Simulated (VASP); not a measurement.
Here is a VASP 6.6.1 calculation.

File INCAR:

```
SYSTEM = Al
PREC = Accurate
ENCUT = 520
EDIFF = 1E-6
ISMEAR = 0
SIGMA = 0.15
LREAL = .False.
LASPH = .True.
NELM = 60
ALGO = Normal
ISIF = 2
LWAVE = .False.
LCHARG = .True.
LELF = .True.
LVHAR = .True.
NBANDS = 8
```

KPOINTS

```
regular mesh
0
Gamma
  20 20 20
  0 0 0
```

Contents of POSCAR:

```
Al
1.0
    0.0000000000      1.9227810000      1.9733805000
    1.9227810000      0.0000000000      1.9733805000
    1.9227810000      1.9227810000      0.0000000000
Al
1
Direct
    0.0000000000      0.0000000000      0.0000000000
```

Potentials or basis: VASP PAW LDA potentials, release 64 (Al).

Command:

```bash
$ cat potpaw_LDA.64/Al/POTCAR > POTCAR
$ mpirun -np 1 vasp_std > vasp.out
```

(1) Estimate the pressure.

Answers

(1) 8.2 GPa.

Caveat: the cell differs from its parent crystal (strain -0.050 along x and y, -0.025 along z).
